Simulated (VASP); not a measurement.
# Ba (Pm-3m) in VASP: further runs

Runs on Ba. Level: r2SCAN. Tasks: single point.

Program: VASP 6.6.1. These are calculated values, not measurements. Logs are shortened: lines on timing, memory, paths and dates and some standing lists are left out, and cuts for length are marked.

## 1. The cell of the first run

Symmetry: Pm-3m, No. 221, cubic system. The conventional cell has a = 3.909 Å, b = 3.909 Å, c = 3.909 Å, α = 90.00°, β = 90.00°, γ = 90.00°. Ba (site symmetry m-3m) has 6 Ba at 3.91 Å within 5.1 Å.

## 2. Single point, r2SCAN

Contents of POSCAR:

```
Ba
1.0
    3.9086616050      0.0000000000      0.0000000000
    0.0000000000      3.9086616050      0.0000000000
    0.0000000000      0.0000000000      3.9086616050
Ba
1
Direct
    0.0000000000      0.0000000000      0.0000000000
```

Contents of INCAR.step1:

```
ALGO = Normal
EDIFF = 1E-4
ENCUT = 520
GGA = PE
ISMEAR = -1
LASPH = T
LCHARG = F
LREAL = F
LWAVE = T
NBANDS = 11
NELM = 100
PREC = Accurate
SIGMA = 0.1
```

Contents of INCAR.step2:

```
ALGO = Normal
EDIFF = 1E-7
ENCUT = 520
ISIF = 2
ISMEAR = -1
ISTART = 1
LASPH = T
LCHARG = T
LELF = T
LMIXTAU = T
LREAL = F
LVHAR = T
LWAVE = F
METAGGA = R2SCAN
NBANDS = 11
NELM = 100
PREC = Accurate
SIGMA = 0.1
```

Contents of KPOINTS:

```
k-points
0
Gamma
  9 9 9
```

Potentials or basis: VASP PAW PBE potentials, release 64 (Ba_sv).

Run with:

```console
> cat potpaw_PBE.64/Ba_sv/POTCAR > POTCAR
> cp INCAR.step1 INCAR
> mpirun -np 1 vasp_std > vasp.out
> cp INCAR.step2 INCAR
> mpirun -np 1 vasp_std > vasp.out
```

OUTCAR:

```text
EDIFF = 1E-7
   ENCUT = 520
   ISIF = 2
   ISMEAR = -1
   ISTART = 1
   LASPH = T
   LREAL = F
   METAGGA = R2SCAN
   NELM = 100
   PREC = Accurate

 ion  position               nearest neighbor table
   1  0.000  0.000  0.000-

  LATTYP: Found a simple cubic cell.
 ALAT       =     3.9086616050

  Lattice vectors:

 A1 = (   3.9086616050,   0.0000000000,   0.0000000000)
 A2 = (   0.0000000000,   3.9086616050,   0.0000000000)
 A3 = (   0.0000000000,   0.0000000000,   3.9086616050)

Analysis of symmetry for initial positions (statically):
=====================================================================
 Subroutine PRICEL returns:
 Original cell was already a primitive cell.

 Routine SETGRP: Setting up the symmetry group for a
 simple cubic supercell.

 Subroutine GETGRP returns: Found 48 space group operations
 (whereof 48 operations were pure point group operations)
 out of a pool of 48 trial point group operations.

The static configuration has the point symmetry O_h .

Analysis of symmetry for dynamics (positions and initial velocities):
=====================================================================
 Subroutine PRICEL returns:
 Original cell was already a primitive cell.

 Routine SETGRP: Setting up the symmetry group for a
 simple cubic supercell.

 Subroutine GETGRP returns: Found 48 space group operations
 (whereof 48 operations were pure point group operations)
 out of a pool of 48 trial point group operations.

The dynamic configuration has the point symmetry O_h .

 Subroutine INISYM returns: Found 48 space group operations
 (whereof 48 operations are pure point group operations),
 and found     1 'primitive' translations

----------------------------------------------------------------------------------------

                                     Primitive cell

  volume of cell :      59.7151

  direct lattice vectors                    reciprocal lattice vectors
     3.908661605  0.000000000  0.000000000     0.255842051  0.000000000  0.000000000
     0.000000000  3.908661605  0.000000000     0.000000000  0.255842051  0.000000000
     0.000000000  0.000000000  3.908661605     0.000000000  0.000000000  0.255842051

  length of vectors
     3.908661605  3.908661605  3.908661605     0.255842051  0.255842051  0.255842051

  position of ions in fractional coordinates (direct lattice)
     0.000000000  0.000000000  0.000000000

[... 74 lines left out ...]
   NELM   =    100;   NELMIN=  2; NELMDL=  0     # of ELM steps
   EDIFF  = 0.1E-06   stopping-criterion for ELM
   LREAL  =      F    real-space projection
   EDIFFG = 0.1E-05   stopping-criterion for IOM
   NSW    =      0    number of steps for IOM
   IBRION =     -1    ionic relax: 0-MD 1-quasi-New 2-CG
   NFREE  =      0    steps in history (QN), initial steepest desc. (CG)
   ISIF   =      2    stress and relaxation
   ISYM   =      2    0-nonsym 1-usesym 2-fastsym
   POTIM  = 0.5000    time-step for ionic-motion
   TEBEG  =    0.0;   TEEND  =   0.0 temperature during run
   PSTRESS=    0.0 pullay stress
   NELECT =      10.0000    total number of electrons
   NUPDOWN=      -1.0000    fix difference up-down
   EMIN   =  10.00;   EMAX   =-10.00  energy-range for DOS
   EFERMI =   0.00;   METHOD = LEGACY
   ISMEAR =    -1;   SIGMA  =   0.10  broadening in eV -4-tet -1-fermi 0-gaus
   EFERMI_NEDOS =   21; number of points for ismear=-14 and -15
   IALGO  =     38    algorithm
   IMIX   =      4    mixing-type and parameters
     AMIX     =   0.40;   BMIX     =  1.00
     AMIX_MAG =   1.60;   BMIX_MAG =  1.00
  volume/ion in A,a.u.               =      59.72       402.98
  Fermi-wavevector in a.u.,A,eV,Ry     =   0.902361  1.705214 11.078605  0.814255
  Thomas-Fermi vector in A             =   2.025555
   LORBIT       =      0    0 simple, 1 ext, 2 COOP (PROOUT), +10 PAW based schemes
   METAGGA = R2SCAN    functional components
   LHFCALC =     F    Hartree Fock is set to
   AEXX    =    0.0000 exact exchange contribution
   IVDW    =     0    specifies the selected vdW correction
   LEPSILON=     F    determine dielectric tensor
   LRPA    =     F    only Hartree local field effects (RPA)
 non-spin polarized calculation
  energy-cutoff  :      520.00
  volume of cell :       59.72
 maximum number of plane-waves:      1629
 NGX is ok and might be reduce to    30
   NGX = 15   NGY = 15   NGZ = 15

 number of electron      10.0000001 magnetization

 Free energy of the ion-electron system (eV)
  ---------------------------------------------------
  ext. energy  EPLUGINS =         0.00000000
  ---------------------------------------------------
  free energy    TOTEN  =       -26.19202025 eV

  energy without entropy =      -26.17017588  energy(sigma->0) =      -26.18109806

 E-fermi :   1.8643     XC(G=0):  -7.9939

 val. band max:        1.7294652876   @ k =   0.4444   0.4444   0.4444
 cond. band min:       1.8852824998   @ k =   0.4444   0.4444   0.4444
 fundamental gap:      0.1558172122
 Fermi energy:         1.8643464565

 k-point     1 :       0.0000    0.0000    0.0000
  band No.  band energies     occupation
      1     -28.3695      2.00000
      2     -12.7646      2.00000
      3     -12.7646      2.00000
      4     -12.7646      2.00000
      5      -0.8358      2.00000
      6       2.0320      0.31505
      7       2.0320      0.31505
      8       7.1221      0.00000
      9       7.1221      0.00000
     10       7.1221      0.00000
     11      10.1184      0.00000
[... 309 lines left out ...]
 k-point    24 :       0.4444    0.3333    0.1111
  band No.  band energies     occupation
      1     -28.2442      2.00000
      2     -13.4226      2.00000
      3     -13.2444      2.00000
      4     -12.7281      2.00000
      5       1.1660      1.99815
      6       2.7983      0.00018
      7       3.9952      0.00000
      8       4.3192      0.00000
      9       5.7104      0.00000
     10       6.3716      0.00000
     11       8.9890      0.00000

 [... further k-points ...]
[... 5 lines left out ...]
  --------------------------------------------------------------------------------------
  -------------------------------------------------------------------------------------
  Total        0.0785169      0.0785169      0.0785169      0.0000000      0.0000000      0.0000000
  in kB        2.1066348      2.1066348      2.1066348      0.0000000      0.0000000      0.0000000
  external PRESSURE =       2.1066348 kB  Pullay stress =       0.0000000 kB

 VOLUME and BASIS-vectors are now :
 -----------------------------------------------------------------------------
  energy-cutoff  :      520.00
  volume of cell :       59.72
      direct lattice vectors                 reciprocal lattice vectors
     3.908661605  0.000000000  0.000000000     0.255842051  0.000000000  0.000000000
     0.000000000  3.908661605  0.000000000     0.000000000  0.255842051  0.000000000
     0.000000000  0.000000000  3.908661605     0.000000000  0.000000000  0.255842051

 POSITION                                       TOTAL-FORCE (eV/Angst)
 -----------------------------------------------------------------------------------
      0.00000      0.00000      0.00000         0.000000      0.000000      0.000000
 -----------------------------------------------------------------------------------
    total drift:                                0.000000      0.000000     -0.000000

  FREE ENERGIE OF THE ION-ELECTRON SYSTEM (eV)
  ---------------------------------------------------
  free  energy   TOTEN  =       -26.1920202499 eV

  energy  without entropy=      -26.1701758766  energy(sigma->0) =      -26.18109806
```

OUTCAR.step1:

```text
EDIFF = 1E-4
   ENCUT = 520
   GGA = PE
   ISMEAR = -1
   LASPH = T
   LREAL = F
[... 550 lines left out ...]

 POSITION                                       TOTAL-FORCE (eV/Angst)
 -----------------------------------------------------------------------------------
      0.00000      0.00000      0.00000         0.000000      0.000000      0.000000
 -----------------------------------------------------------------------------------
    total drift:                                0.000000      0.000000     -0.000000

  FREE ENERGIE OF THE ION-ELECTRON SYSTEM (eV)
  ---------------------------------------------------
  free  energy   TOTEN  =        -1.6092278681 eV

  energy  without entropy=       -1.5746261676  energy(sigma->0) =       -1.59192702
```

OSZICAR.step1:

```text
N       E                     dE             d eps       ncg     rms          rms(c)
DAV:   1     0.542024195146E+02    0.54202E+02   -0.41462E+03   770   0.742E+02
DAV:   2     0.920080566037E+00   -0.53282E+02   -0.51731E+02   920   0.139E+02
DAV:   3    -0.153917816412E+01   -0.24593E+01   -0.24380E+01  1007   0.306E+01
DAV:   4    -0.160878213135E+01   -0.69604E-01   -0.69472E-01   964   0.457E+00
DAV:   5    -0.161098030953E+01   -0.21982E-02   -0.21980E-02  1057   0.614E-01    0.197E+00
DAV:   6    -0.160898401295E+01    0.19963E-02   -0.73261E-03   970   0.713E-01    0.115E+00
DAV:   7    -0.160889813189E+01    0.85881E-04   -0.15392E-02   935   0.112E+00    0.686E-02
DAV:   8    -0.160922496736E+01   -0.32684E-03   -0.53406E-04   956   0.185E-01    0.220E-02
DAV:   9    -0.160922786808E+01   -0.29007E-05   -0.10749E-05   509   0.247E-02
   1 F= -.16092279E+01 E0= -.15919270E+01  d E =-.346017E-01
```

Run time: 46 s. Hardware: 1 thread of Intel Xeon 6975P-C (Granite Rapids), shared host; peak memory 0.18 GiB.

What came out:

* Free energy: -26.1920 eV
* Pressure: 0.2 GPa
* Band gap on the k mesh: 0.16 eV, direct

Levels at points of the mesh, in eV from the valence-band top:
| k point | band 1 | band 2 | band 3 | band 4 | band 5 | band 6 | band 7 | band 8 | band 9 | band 10 |
| --- | --- | --- | --- | --- | --- | --- | --- | --- | --- | --- |
| (0.00, 0.00, 0.00) | -30.10 | -14.49 | -14.49 | -14.49 | -2.57 | 0.30 | 0.30 | 5.39 | 5.39 | 5.39 |

Caveat: the PAW data sets were made with another functional, which shifts forces and pressure a little; spin-orbit coupling is left out, which moves the levels of the heavy elements.

## 3. Single point, r2SCAN (volume scaled by 1.04)

Contents of POSCAR:

```
Ba
1.0
    3.9600972614      0.0000000000      0.0000000000
    0.0000000000      3.9600972614      0.0000000000
    0.0000000000      0.0000000000      3.9600972614
Ba
1
Direct
    0.0000000000      0.0000000000      0.0000000000
```

Contents of INCAR.step1:

```
ALGO = Normal ; EDIFF = 1E-4
ENCUT = 520 ; GGA = PE
ISMEAR = -1 ; LASPH = T
LCHARG = F ; LREAL = F
LWAVE = T ; NBANDS = 11
NELM = 60 ; PREC = Accurate
SIGMA = 0.1
```

Contents of INCAR.step2:

```
ALGO = Normal ; EDIFF = 1E-6
ENCUT = 520 ; ISIF = 2
ISMEAR = -1 ; ISTART = 1
LASPH = T ; LCHARG = F
LMIXTAU = T ; LREAL = F
LWAVE = F ; METAGGA = R2SCAN
NBANDS = 11 ; NELM = 60
PREC = Accurate ; SIGMA = 0.1
```

KPOINTS is that of step 2.

Potentials or basis: VASP PAW PBE potentials, release 64 (Ba_sv).

Run with:

```console
> cat potpaw_PBE.64/Ba_sv/POTCAR > POTCAR
> cp INCAR.step1 INCAR
> mpirun -np 1 vasp_std > vasp.out
> cp INCAR.step2 INCAR
> mpirun -np 1 vasp_std > vasp.out
```

It took 34 s on 1 thread of Intel Xeon 6975P-C (Granite Rapids), shared host; peak memory 0.18 GiB.

Results (log left out):

```yaml
Free_energy: -26.1927 eV
Pressure: -0.1 GPa
Band_gap_on_the_k_mesh: 0.15 eV, direct
```

Levels at points of the mesh, in eV from the valence-band top:
| k point | band 3 | band 4 | band 5 | band 6 | band 7 | band 8 |
| --- | --- | --- | --- | --- | --- | --- |
| (0.00, 0.00, 0.00) | -14.61 | -14.61 | -2.60 | 0.29 | 0.29 | 5.17 |

Caveat: the PAW data sets were made with another functional, which shifts forces and pressure a little; spin-orbit coupling is left out, which moves the levels of the heavy elements. A k mesh can miss the band edges.

## 4. Single point, r2SCAN (volume scaled by 1.08)

Contents of POSCAR:

```
Ba
1.0
    4.0102303969      0.0000000000      0.0000000000
    0.0000000000      4.0102303969      0.0000000000
    0.0000000000      0.0000000000      4.0102303969
Ba
1
Direct
    0.0000000000      0.0000000000      0.0000000000
```

Contents of INCAR.step1:

```
PREC = Accurate
ENCUT = 520
ISMEAR = -1
SIGMA = 0.1
LREAL = F
LASPH = T
NELM = 80
NBANDS = 11
GGA = PE
ALGO = Normal
EDIFF = 1E-4
LWAVE = T
LCHARG = F
```

Contents of INCAR.step2:

```
PREC = Accurate
ENCUT = 520
EDIFF = 1E-6
ISMEAR = -1
SIGMA = 0.1
LREAL = F
LASPH = T
NELM = 80
ALGO = Normal
ISIF = 2
LWAVE = F
LCHARG = F
METAGGA = R2SCAN
LMIXTAU = T
NBANDS = 11
ISTART = 1
```

Contents of KPOINTS:

```
regular mesh
0
Gamma
  9 9 9
```

Run with:

```console
> cat potpaw_PBE.64/Ba_sv/POTCAR > POTCAR
> cp INCAR.step1 INCAR
> mpirun -np 1 vasp_std > vasp.out
> cp INCAR.step2 INCAR
> mpirun -np 1 vasp_std > vasp.out
```

Run time: 36 s. Hardware: 1 thread of Intel Xeon 6975P-C (Granite Rapids), shared host; peak memory 0.18 GiB.

It converged, with:

```
Free energy            : -26.1889 eV
Pressure               : -0.4 GPa
Band gap on the k mesh : 0.15 eV, direct
```

Levels at points of the mesh, in eV from the valence-band top:
| k point | band 1 | band 2 | band 3 | band 4 | band 5 | band 6 | band 7 | band 8 | band 9 | band 10 |
| --- | --- | --- | --- | --- | --- | --- | --- | --- | --- | --- |
| (0.00, 0.00, 0.00) | -30.26 | -14.72 | -14.72 | -14.72 | -2.63 | 0.28 | 0.28 | 4.96 | 4.96 | 4.96 |

Caveat: the PAW data sets were made with another functional, which shifts forces and pressure a little; spin-orbit coupling is left out, which moves the levels of the heavy elements. A k mesh can miss the band edges.

## 5. Single point, r2SCAN (volume scaled by 1.12)

Contents of POSCAR:

```
Ba
1.0
    4.0591404660      0.0000000000      0.0000000000
    0.0000000000      4.0591404660      0.0000000000
    0.0000000000      0.0000000000      4.0591404660
Ba
1
Direct
    0.0000000000      0.0000000000      0.0000000000
```

Contents of INCAR.step1:

```
PREC = Accurate
ENCUT = 520
ISMEAR = -1
SIGMA = 0.1
LREAL = False
LASPH = True
NELM = 60
NBANDS = 11
GGA = PE
ALGO = Normal
EDIFF = 1E-4
LWAVE = True
LCHARG = False
```

Contents of INCAR.step2:

```
PREC = Accurate
ENCUT = 520
EDIFF = 1E-7
ISMEAR = -1
SIGMA = 0.1
LREAL = False
LASPH = True
NELM = 60
ALGO = Normal
ISIF = 2
LWAVE = False
LCHARG = False
METAGGA = R2SCAN
LMIXTAU = True
NBANDS = 11
ISTART = 1
```

KPOINTS is that of step 4.

Run with:

```console
> cat potpaw_PBE.64/Ba_sv/POTCAR > POTCAR
> cp INCAR.step1 INCAR
> mpirun -np 1 vasp_std > vasp.out
> cp INCAR.step2 INCAR
> mpirun -np 1 vasp_std > vasp.out
```

Run time: 40 s. Hardware: 1 thread of Intel Xeon 6975P-C (Granite Rapids), shared host; peak memory 0.18 GiB.

It converged, with:

| Quantity | Value |
| --- | --- |
| Free energy | -26.1814 eV |
| Pressure | -0.6 GPa |
| Band gap on the k mesh | 0.15 eV, direct |

Levels at points of the mesh, in eV from the valence-band top:
```
           k point  band 2  band 3  band 4  band 5  band 6  band 7  band 8  band 9
(0.00, 0.00, 0.00)  -14.82  -14.82  -14.82   -2.65    0.27    0.27    4.77    4.77
```

Caveat: the PAW data sets were made with another functional, which shifts forces and pressure a little; spin-orbit coupling is left out, which moves the levels of the heavy elements. A k mesh can miss the band edges.

## 6. Summary

```csv
cell,gap on the mesh (eV),pressure (GPa)
"a = 3.909 Å, 1 atom",0.16,0.2
"a = 3.960 Å, 1 atom",0.15,-0.1
"a = 4.010 Å, 1 atom",0.15,-0.4
"a = 4.059 Å, 1 atom",0.15,-0.6
```

Alike in all rows: task single point; level r2SCAN; potentials or basis VASP PAW PBE potentials, release 64 (Ba_sv); no spin polarisation; k mesh 9 × 9 × 9; cutoff (eV) 520; smearing fermi-dirac 0.1 eV.

Caveats: the PAW data sets were made with another functional, which shifts forces and pressure a little; spin-orbit coupling is left out, which moves the levels of the heavy elements.

Total energies depend on the potentials used, so only differences within one code and one set of settings carry meaning.
